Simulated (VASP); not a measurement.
Set up this calculation in VASP 6.6.1, as the native input.

```yaml
Task: single point
Functional: PBE
Potentials_or_basis: VASP PAW PBE potentials, release 64 (Ti_sv)
Cutoff: 520 eV
k_mesh: 15 × 15 × 15
Occupations: fermi-dirac, width 0.1 eV
Spin: no spin polarisation
Dipole_correction: no
Further_INCAR_settings: ALGO = Normal; EDIFF = 1e-07; NBANDS = 19
```

The structure of Ti lies in POSCAR:

```
Ti
1.0
   -2.0161325450      2.0161325450      1.1826788316
    2.0161325450     -2.0161325450      1.1826788316
    2.0161325450      2.0161325450     -1.1826788316
Ti
2
Direct
   -0.3750000000     -0.1250000000     -0.2500000000
    0.3750000000      0.1250000000      0.2500000000
```

This cell differs from its parent crystal: volume scaled by 0.55.

These files were run (other wordings do the same):

INCAR

```
SYSTEM = Ti
  ALGO = Normal
  EDIFF = 1E-7
  ENCUT = 520
  GGA = PE
  ISIF = 2
  ISMEAR = -1
  LASPH = .True.
  LCHARG = .False.
  LREAL = .False.
  LWAVE = .False.
  NBANDS = 19
  NELM = 80
  PREC = Accurate
  SIGMA = 0.1
```

KPOINTS

```
k-points
0
Gamma
  15 15 15
  0 0 0
```

Potentials or basis: VASP PAW PBE potentials, release 64 (Ti_sv).

Command:

```sh
$ cat potpaw_PBE.64/Ti_sv/POTCAR > POTCAR
$ mpirun -np 1 vasp_std > vasp.out
```

It gave:

```yaml
Pressure: 157.4 GPa
Band_gap_on_the_k_mesh: zero (band 12 reaches 16.31 eV, above the bottom of band 13 at 14.21 eV)
```

Run time: 35 s on 1 thread of Intel(R) Xeon(R) 6975P-C (Granite Rapids) (shared host), peak memory 0.2 GiB.
